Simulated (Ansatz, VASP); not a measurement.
## One calculation of BP, two programs

POSCAR

```
BP
1.0
    0.0000000000      2.2683156780      2.2229493645
    2.2683156780      0.0000000000      2.2229493645
    2.2683156780      2.2683156780      0.0000000000
B P
1 1
Direct
    0.0000000000      0.0000000000      0.0000000000
    0.2500000000      0.2500000000      0.2500000000
```

The input INCAR.step1:

```
PREC = Accurate
ENCUT = 520
EDIFF = 1E-5
ISMEAR = 0
SIGMA = 0.01
LREAL = False
LASPH = True
NELM = 60
ALGO = Normal
ISIF = 2
LWAVE = True
LCHARG = False
NBANDS = 11
GGA = PE
```

INCAR.step2

```
PREC = Accurate
ENCUT = 520
EDIFF = 1E-6
ISMEAR = 0
SIGMA = 0.01
LREAL = False
LASPH = True
NELM = 60
ALGO = Normal
ISIF = 2
LWAVE = False
LCHARG = False
GGA = PE
LHFCALC = True
HFSCREEN = 0.2079
PRECFOCK = Normal
NBANDS = 11
ISTART = 1
```

Contents of KPOINTS:

```
Automatic mesh
0
Gamma
  6 6 6
```

Input for Ansatz:

```yaml
crystal:
  lattice:
    - [0.0, 2.268315678, 2.2229493645]
    - [2.268315678, 0.0, 2.2229493645]
    - [2.268315678, 2.268315678, 0.0]
  atoms:
    - { symbol: B, position: [0.0, 0.0, 0.0] }
    - { symbol: P, position: [0.25, 0.25, 0.25] }
kpoints:
  mp_grid: { grid: [6, 6, 6] }
  band_path:
    path:
      - [0.0, 0.0, 0.0]
      - [-0.5, -0.5, 0.0]
      - [-0.375, -0.375, 0.25]
      - [-0.375, 0.0, 0.375]
      - [0.0, 0.0, 0.5]
      - [-0.5, -0.25, 0.25]
      - [0.414062, 0.414062, 0.0]
    npoints: 1
hamiltonian:
  xc: hse06
scf:
  occupations: { method: fixed }
  n_extra_bands: 4
output:
  forces: true
  stress: true
  eigenvalues: true
```

Change from the starting cell: uniaxial_z strain -2.0%.

Alike in both runs: task single point; functional HSE06; k mesh 6 × 6 × 6; no spin polarisation.

|  | VASP | Ansatz |
| --- | --- | --- |
| version | VASP 6.6.1 | Ansatz 0.2.0 |
| potentials or method | VASP PAW PBE potentials, release 64 (B, P) | plane waves, PAW |
| plane-wave cutoff (eV) | 520 | 420 |
| occupations | gaussian, width 0.01 eV | fixed |
| valence electrons in the cell | 8 | 8 |

Ansatz gave:

```
gap on the k mesh at the Fermi level (eV)                     : 1.73
pressure (GPa)                                                : 2.2
traceless stress, the component that is largest in VASP (GPa) : 3.78
```

Q: What did VASP give for the same quantities?

A: gap on the k mesh at the Fermi level (eV): 1.72; pressure (GPa): 1.6; traceless stress, the component that is largest in VASP (GPa): 3.80.

Ansatz's warnings: stress exchange threshold loose, stress scf threshold loose.
